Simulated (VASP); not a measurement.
Write the native input for VASP 6.6.1 that does the following.

```
Task                   : relaxation of cell and atoms
Functional             : PBEsol
Potentials or basis    : VASP PAW PBE potentials, release 64 (Mg, B)
Cutoff                 : 600 eV
k mesh                 : 15 × 15 × 12
Occupations            : gaussian, width 0.1 eV
Spin                   : no spin polarisation
Dipole correction      : no
Further INCAR settings : ALGO = Normal; EDIFF = 1e-06; IBRION = 2; EDIFFG = -0.005; NSW = 70; ISIF = 3
```

The structure of MgB2 lies in POSCAR:

```
MgB2
1.0
    3.0728984929      0.0000000000      0.0000000000
   -1.5364492465      2.6612081581      0.0000000000
    0.0000000000      0.0000000000      3.5320018760
Mg B
1 2
Direct
    0.0000000000      0.0000000000      0.0000000000
    0.3333333333      0.6666666667      0.5000000000
    0.6666666667      0.3333333333      0.5000000000
```

One way to write it, as run:

INCAR

```
SYSTEM = MgB2
PREC     = Accurate       ! precision mode
ENCUT    = 600            ! plane-wave cutoff, eV
EDIFF    = 1E-6           ! SCF threshold, eV
ISMEAR   = 0              ! smearing method
SIGMA    = 0.1            ! smearing width, eV
LREAL    = .FALSE.        ! projectors in reciprocal space
LASPH    = .TRUE.         ! aspherical terms in the spheres
NELM     = 100            ! most SCF steps
ALGO     = Normal         ! electronic algorithm
ISIF     = 3              ! what is computed and relaxed
LWAVE    = .FALSE.        ! write WAVECAR
LCHARG   = .FALSE.        ! write CHGCAR
GGA      = PS             ! functional
IBRION   = 2              ! ionic algorithm
NSW      = 70             ! ionic steps
EDIFFG   = -0.005         ! ionic threshold
```

KPOINTS

```
Automatic mesh
0
G
  15 15 12
  0 0 0
```

Potentials or basis: VASP PAW PBE potentials, release 64 (Mg, B).

The run is started by

```sh
$ cat potpaw_PBE.64/Mg/POTCAR potpaw_PBE.64/B/POTCAR > POTCAR
$ mpirun -np 1 vasp_std > vasp.out
```

Results of the run:

```
Relaxed volume                         : 9.48 Å³/atom
Relaxed cell                           : a = 3.062 Å, b = 3.062 Å, c = 3.502 Å, α = 90.00°, β = 90.00°, γ = 120.00°
Space group after relaxing (to 0.05 Å) : P6/mmm (No. 191)
Energy gained by relaxing              : 1.0 meV/atom
Ionic steps                            : 5
Pressure after relaxing                : 0.0 GPa
Band gap on the k mesh                 : zero (band 4 reaches 7.16 eV, above the bottom of band 5 at 3.29 eV)
```

Caveat: the PAW data sets were made with another functional, which shifts forces and pressure a little.

It took 120 s on 1 thread of Intel(R) Xeon(R) Platinum 8259CL CPU @ 2.50GHz (Skylake/Cascade Lake), with other jobs on the host, peak memory 0.21 GiB.
